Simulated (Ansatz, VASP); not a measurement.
## Os in VASP and in Ansatz

The input POSCAR:

```
Os
1.0
    2.7258741804      0.0000000000      0.0000000000
   -1.3629370902      2.3606762878      0.0000000000
    0.0000000000      0.0000000000      8.7478417212
Os
4
Direct
    1.0000000000      0.0000000000      0.0000000000
    1.0000000000      0.0000000000      0.5000000000
    0.3333333333      0.6666666667      0.2500000000
    0.6666666667      0.3333333333      0.7500000000
```

The input INCAR.step1:

```
ALGO = Normal ; EDIFF = 1E-4
ENCUT = 520 ; GGA = PE
ISMEAR = -1 ; LASPH = T
LCHARG = F ; LREAL = F
LWAVE = T ; NBANDS = 24
NELM = 80 ; PREC = Accurate
SIGMA = 0.1
```

INCAR.step2

```
ALGO = Normal ; EDIFF = 1E-6
ENCUT = 520 ; ISIF = 2
ISMEAR = -1 ; ISTART = 1
LASPH = T ; LCHARG = F
LMIXTAU = T ; LREAL = F
LWAVE = F ; METAGGA = R2SCAN
NBANDS = 24 ; NELM = 80
PREC = Accurate ; SIGMA = 0.1
```

Contents of KPOINTS:

```
k-points
0
Gamma
  15 15 4
```

Input for Ansatz:

```yaml
crystal:
  lattice:
    - [2.7258741804, 0.0, 0.0]
    - [-1.3629370902, 2.3606762878, 0.0]
    - [0.0, 0.0, 8.7478417212]
  atoms:
    - { symbol: Os, position: [1.0, 0.0, 0.0] }
    - { symbol: Os, position: [1.0, 0.0, 0.5] }
    - { symbol: Os, position: [0.3333333333, 0.6666666667, 0.25] }
    - { symbol: Os, position: [0.6666666667, 0.3333333333, 0.75] }
hamiltonian:
  xc: r2scan
  pseudopotentials:
    kind: paw
    azcp:
      Os: "pseudopotentials/Os.paw.azcp"
basis:
  ecutwfc: 500
  fft_grid_basis: typed
kpoints:
  mp_grid: { grid: [15, 15, 4], shift: [0, 0, 0] }
magnetization:
  spin_polarized: false
scf:
  occupations: { method: fermi_dirac, width: 0.1 }
  lower_state_search: "off"
output:
  stress: true
```

Alike in both runs: task single point; functional r2SCAN; k mesh 15 × 15 × 4; occupations fermi-dirac, width 0.1 eV; no spin polarisation.

|  | VASP | Ansatz |
| --- | --- | --- |
| version | VASP 6.6.1 | Ansatz 0.2.0 |
| potentials or method | VASP PAW PBE potentials, release 64 (Os), cutoff 520 eV | plane waves (500 eV) with PAW, scalar-relativistic |
| valence electrons in the cell | 32 | 64 |

```csv
,VASP,Ansatz,Ansatz less VASP
pressure (GPa),0.8,-0.2,-0.99
"traceless stress, the component that is largest in VASP (GPa)",1.21,1.19,-0.025
```

VASP's potentials were made for PBE, not for r2SCAN. VASP's potentials hold 32 valence electrons a cell and Ansatz's 64, so a difference there can come from the potentials and not from the codes.

Spin-orbit coupling is off throughout.
